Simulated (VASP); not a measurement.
# Dy4Au (Im-3m) in VASP: a series of runs

The runs below take Dy4Au through single point, relaxation of cell and atoms, with PBE.

Program: VASP 6.6.1. These are calculated values, not measurements. Logs are shortened: lines on timing, memory, paths and dates and some standing lists are left out, and cuts for length are marked.

### Step 1. The cell of the first run

The structure is cubic, space group Im-3m (No. 229). Conventional cell: a = 6.865 Å, b = 6.865 Å, c = 6.865 Å, α = 90.00°, β = 90.00°, γ = 90.00°. Dy (site symmetry -3m) has 2 Au at 2.97 Å and 6 Dy at 3.43 Å within 3.9 Å. Within 3.9 Å of Au (site symmetry m-3m) lie 8 Dy at 2.97 Å.

The cell was generated, and may not be a known phase.

### Step 2. Single point, PBE

The input, INCAR:

```
SYSTEM = Dy4Au
PREC     = Accurate       ! precision mode
ENCUT    = 500            ! plane-wave cutoff, eV
EDIFF    = 1E-6           ! SCF threshold, eV
ISMEAR   = 0              ! smearing method
SIGMA    = 0.1            ! smearing width, eV
LREAL    = .False.        ! projectors in reciprocal space
LASPH    = .True.         ! aspherical terms in the spheres
NELM     = 200            ! most SCF steps
ALGO     = Normal         ! electronic algorithm
ISIF     = 2              ! what is computed and relaxed
LWAVE    = .False.        ! write WAVECAR
LCHARG   = .False.        ! write CHGCAR
GGA      = PE             ! functional
NBANDS   = 32             ! bands
GGA_COMPAT= .False.      
LMAXMIX  = 6              ! l up to which the mixer works
```

The input, KPOINTS:

```
Automatic mesh
0
Gamma
  8 8 8
  0 0 0
```

The input, POSCAR:

```
Dy4Au
1.0
   -3.4325057172      3.4325057172      3.4325057172
    3.4325057172     -3.4325057172      3.4325057172
    3.4325057172      3.4325057172     -3.4325057172
Dy Au
4 1
Direct
    0.5000000000      0.5000000000      0.5000000000
    0.0000000000      0.0000000000      0.5000000000
    0.0000000000      0.5000000000      0.0000000000
    0.5000000000      0.0000000000      0.0000000000
    0.0000000000      0.0000000000      0.0000000000
```

Potentials or basis: VASP PAW PBE potentials, release 64 (Dy_3, Au), 4f in core.

Launch:

```sh
$ cat potpaw_PBE.64/Dy_3/POTCAR potpaw_PBE.64/Au/POTCAR > POTCAR
$ mpirun -np 1 vasp_std > vasp.out
```

OUTCAR:

```text
SYSTEM = Dy4Au
   PREC = Accurate
   ENCUT = 500
   EDIFF = 1E-6
   ISMEAR = 0
   LREAL = .False.
   LASPH = .True.
   NELM = 200
   ISIF = 2
   GGA = PE

 ion  position               nearest neighbor table
   1  0.500  0.500  0.500-   5 2.97   5 2.97   4 3.43   2 3.43   4 3.43   3 3.43   2 3.43   3 3.43

   2  0.000  0.000  0.500-   5 2.97   5 2.97   4 3.43   1 3.43   3 3.43   3 3.43   4 3.43   1 3.43

   3  0.000  0.500  0.000-   5 2.97   5 2.97   4 3.43   1 3.43   2 3.43   2 3.43   1 3.43   4 3.43

   4  0.500  0.000  0.000-   5 2.97   5 2.97   3 3.43   1 3.43   1 3.43   2 3.43   2 3.43   3 3.43

   5  0.000  0.000  0.000-   1 2.97   2 2.97   3 2.97   4 2.97   2 2.97   3 2.97   4 2.97   1 2.97

  LATTYP: Found a body centered cubic cell.
 ALAT       =     6.8650114344

  Lattice vectors:

 A1 = (  -3.4325057172,   3.4325057172,   3.4325057172)
 A2 = (   3.4325057172,  -3.4325057172,   3.4325057172)
 A3 = (   3.4325057172,   3.4325057172,  -3.4325057172)

Analysis of symmetry for initial positions (statically):
=====================================================================
 Subroutine PRICEL returns:
 Original cell was already a primitive cell.

 Routine SETGRP: Setting up the symmetry group for a
 body centered cubic supercell.

 Subroutine GETGRP returns: Found 48 space group operations
 (whereof 48 operations were pure point group operations)
 out of a pool of 48 trial point group operations.

The static configuration has the point symmetry O_h .

Analysis of symmetry for dynamics (positions and initial velocities):
=====================================================================
 Subroutine PRICEL returns:
 Original cell was already a primitive cell.

 Routine SETGRP: Setting up the symmetry group for a
 body centered cubic supercell.

 Subroutine GETGRP returns: Found 48 space group operations
 (whereof 48 operations were pure point group operations)
 out of a pool of 48 trial point group operations.

The dynamic configuration has the point symmetry O_h .

 Subroutine INISYM returns: Found 48 space group operations
 (whereof 48 operations are pure point group operations),
 and found     1 'primitive' translations

----------------------------------------------------------------------------------------

                                     Primitive cell

[... 96 lines left out ...]
   EDIFF  = 0.1E-05   stopping-criterion for ELM
   LREAL  =      F    real-space projection
   EDIFFG = 0.1E-04   stopping-criterion for IOM
   NSW    =      0    number of steps for IOM
   IBRION =     -1    ionic relax: 0-MD 1-quasi-New 2-CG
   NFREE  =      0    steps in history (QN), initial steepest desc. (CG)
   ISIF   =      2    stress and relaxation
   ISYM   =      2    0-nonsym 1-usesym 2-fastsym
   POTIM  = 0.5000    time-step for ionic-motion
   TEBEG  =    0.0;   TEEND  =   0.0 temperature during run
   PSTRESS=    0.0 pullay stress
   NELECT =      47.0000    total number of electrons
   NUPDOWN=      -1.0000    fix difference up-down
   EMIN   =  10.00;   EMAX   =-10.00  energy-range for DOS
   EFERMI =   0.00;   METHOD = LEGACY
   ISMEAR =     0;   SIGMA  =   0.10  broadening in eV -4-tet -1-fermi 0-gaus
   EFERMI_NEDOS =   21; number of points for ismear=-14 and -15
   IALGO  =     38    algorithm
   IMIX   =      4    mixing-type and parameters
     AMIX     =   0.40;   BMIX     =  1.00
     AMIX_MAG =   1.60;   BMIX_MAG =  1.00
  volume/ion in A,a.u.               =      32.35       218.33
  Fermi-wavevector in a.u.,A,eV,Ry     =   1.084284  2.048999 15.995971  1.175671
  Thomas-Fermi vector in A             =   2.220370
   LORBIT       =      0    0 simple, 1 ext, 2 COOP (PROOUT), +10 PAW based schemes
   GGA     = PE    functional components
   LHFCALC =     F    Hartree Fock is set to
   AEXX    =    0.0000 exact exchange contribution
   IVDW    =     0    specifies the selected vdW correction
   LEPSILON=     F    determine dielectric tensor
   LRPA    =     F    only Hartree local field effects (RPA)
 non-spin polarized calculation
 Gauss-broadening in eV      SIGMA  =   0.10
  energy-cutoff  :      500.00
  volume of cell :      161.77
 maximum number of plane-waves:      4134
 NGX is ok and might be reduce to    48
   NGX = 21   NGY = 21   NGZ = 21

 number of electron      47.0000004 magnetization

 Free energy of the ion-electron system (eV)
  ---------------------------------------------------
  ext. energy  EPLUGINS =         0.00000000
  ---------------------------------------------------
  free energy    TOTEN  =       -20.88740995 eV

  energy without entropy =      -20.84393201  energy(sigma->0) =      -20.86567098

 E-fermi :   3.3899     XC(G=0):  -9.5725

 val. band max:        3.3893104237   @ k =  -0.3750   0.5000   0.1250
 cond. band min:       3.4276825032   @ k =   0.1250   0.1250   0.0000
 fundamental gap:      0.0383720795
 Fermi energy:         3.3898922390

 k-point     1 :       0.0000    0.0000    0.0000
  band No.  band energies     occupation
      1     -20.6999      2.00000
      2     -20.6999      2.00000
      3     -20.6999      2.00000
      4     -20.6633      2.00000
      5     -20.6633      2.00000
      6     -20.6633      2.00000
[... 829 lines left out ...]
     31       5.7601      0.00000
     32       5.9588      0.00000

 [... further k-points ...]

------------------------ aborting loop because EDIFF is reached ----------------------------------------

  FORCE on cell =-STRESS in cart. coord.  units (eV):
  Direction    XX          YY          ZZ          XY          YZ          ZX
  --------------------------------------------------------------------------------------
  -------------------------------------------------------------------------------------
  Total        0.1340585      0.1340585      0.1340585     -0.0000000      0.0000000     -0.0000000
  in kB        1.3277341      1.3277341      1.3277341     -0.0000000      0.0000000     -0.0000000
  external PRESSURE =       1.3277341 kB  Pullay stress =       0.0000000 kB

 VOLUME and BASIS-vectors are now :
 -----------------------------------------------------------------------------
  energy-cutoff  :      500.00
  volume of cell :      161.77
      direct lattice vectors                 reciprocal lattice vectors
    -3.432505717  3.432505717  3.432505717     0.000000000  0.145666181  0.145666181
     3.432505717 -3.432505717  3.432505717     0.145666181  0.000000000  0.145666181
     3.432505717  3.432505717 -3.432505717     0.145666181  0.145666181  0.000000000

 POSITION                                       TOTAL-FORCE (eV/Angst)
 -----------------------------------------------------------------------------------
      1.71625      1.71625      1.71625         0.000000      0.000000     -0.000000
      1.71625      1.71625     -1.71625        -0.000000     -0.000000     -0.000000
      1.71625     -1.71625      1.71625        -0.000000     -0.000000      0.000000
     -1.71625      1.71625      1.71625         0.000000      0.000000      0.000000
      0.00000      0.00000      0.00000         0.000000      0.000000     -0.000000
 -----------------------------------------------------------------------------------
    total drift:                                0.000000      0.000000     -0.000000

  FREE ENERGIE OF THE ION-ELECTRON SYSTEM (eV)
  ---------------------------------------------------
  free  energy   TOTEN  =       -20.8874099462 eV

  energy  without entropy=      -20.8439320088  energy(sigma->0) =      -20.86567098
```

stdout:

```text
POSCAR found type information on POSCAR DyAu
 POSCAR found :  2 types and       5 ions
 scaLAPACK will be used
 LDA part: xc-table for (Slater+PW92), standard interpolation
 POSCAR, INCAR and KPOINTS ok, starting setup
 FFT: planning ... GRIDC
 FFT: planning ... GRID_SOFT
 FFT: planning ... GRID
 WAVECAR not read
 entering main loop
```

Wall time 1.8 min (1 thread of AMD EPYC 9R45 (Zen 5), shared host); peak memory 0.35 GiB.

What came out:

```yaml
Free_energy: -20.8874 eV
Pressure: 0.1 GPa
Band_gap_on_the_k_mesh: zero (an odd number of electrons rules out a gap without spin polarisation)
```

Caveat: spin-orbit coupling is left out, which moves the levels of the heavy elements; the 4f electrons are frozen in the core, so they carry no moment and show no levels. Spin polarisation is off, so any magnetic state and its effect on volume and gap are missing.

### Step 3. Relaxation of cell and atoms, PBE

This run uses another cell than the first one, of 32.26 Å³/atom.

The input, INCAR:

```
PREC = Accurate ; ENCUT = 500
EDIFF = 1E-7 ; ISMEAR = 0
SIGMA = 0.1 ; LREAL = F
LASPH = T ; NELM = 200
ALGO = Normal ; ISIF = 3
LWAVE = F ; LCHARG = F
GGA = PE ; IBRION = 2
NSW = 100 ; EDIFFG = -0.01
GGA_COMPAT = F ; NELMIN = 4
LMAXMIX = 6
```

The input, KPOINTS:

```
Automatic mesh
0
Gamma
  8 8 8
```

POSCAR: that of step 2 with these lines changed.

```diff
@@ -2,5 +2,5 @@
 1.0
-   -3.4325057172      3.4325057172      3.4325057172
-    3.4325057172     -3.4325057172      3.4325057172
-    3.4325057172      3.4325057172     -3.4325057172
+   -3.4293576513      3.4293576513      3.4293576513
+    3.4293576513     -3.4293576513      3.4293576513
+    3.4293576513      3.4293576513     -3.4293576513
 Dy Au
```

Potentials or basis: VASP PAW PBE potentials, release 64 (Dy_3, Au), 4f in core.

Launch:

```sh
$ cat potpaw_PBE.64/Dy_3/POTCAR potpaw_PBE.64/Au/POTCAR > POTCAR
$ mpirun -np 1 vasp_std > vasp.out
```

It took 4.8 min on 1 thread of AMD EPYC 9R45 (Zen 5), shared host; peak memory 0.37 GiB.

It converged, with:

| Quantity | Value |
| --- | --- |
| Free energy | -20.8875 eV |
| Relaxed volume | 32.43 Å³/atom |
| Relaxed cell | a = 5.950 Å, b = 5.950 Å, c = 5.950 Å, α = 109.47°, β = 109.47°, γ = 109.47° |
| Space group after relaxing (to 0.1 Å) | Im-3m (No. 229) |
| Energy gained by relaxing | 0.1 meV/atom |
| Ionic steps | 3 |
| Pressure after relaxing | 0.0 GPa |
| Band gap on the k mesh | zero (an odd number of electrons rules out a gap without spin polarisation) |

Step by step:
```
step  energy change (eV)  largest force (eV/Å)  pressure (GPa)  volume (Å³)
   1              0.0000                0.0000            0.25       161.32
   2             -0.0006                0.0000           -0.10       162.51
   3             -0.0007                0.0000            0.00       162.17
```

Final structure:
```
Dy Au
1.0
    -3.43536    3.43536    3.43536
     3.43536   -3.43536    3.43536
     3.43536    3.43536   -3.43536
Dy Au
4 1
Direct
  0.50000 0.50000 0.50000
  0.00000 0.00000 0.50000
  0.00000 0.50000 0.00000
  0.50000 0.00000 0.00000
  0.00000 0.00000 0.00000
```

Levels at points of the mesh, in eV from the Fermi level:
| k point | band 20 | band 21 | band 22 | band 23 | band 24 | band 25 | band 26 | band 27 |
| --- | --- | --- | --- | --- | --- | --- | --- | --- |
| (0.00, 0.00, 0.00) | -1.29 | -1.29 | 0.08 | 0.08 | 0.23 | 0.23 | 0.23 | 1.66 |
| (0.50, 0.00, 0.00) | -1.50 | -1.05 | -0.89 | -0.35 | 0.17 | 0.20 | 0.52 | 0.58 |
| (0.50, 0.50, 0.50) | -2.74 | -2.74 | -0.83 | -0.83 | -0.83 | -0.01 | -0.01 | -0.01 |

Caveat: the highest band is partly filled, so the run has too few bands; spin-orbit coupling is left out, which moves the levels of the heavy elements; the 4f electrons are frozen in the core, so they carry no moment and show no levels.

The gap in the log of VASP goes by the Fermi energy; the results here count the filled bands.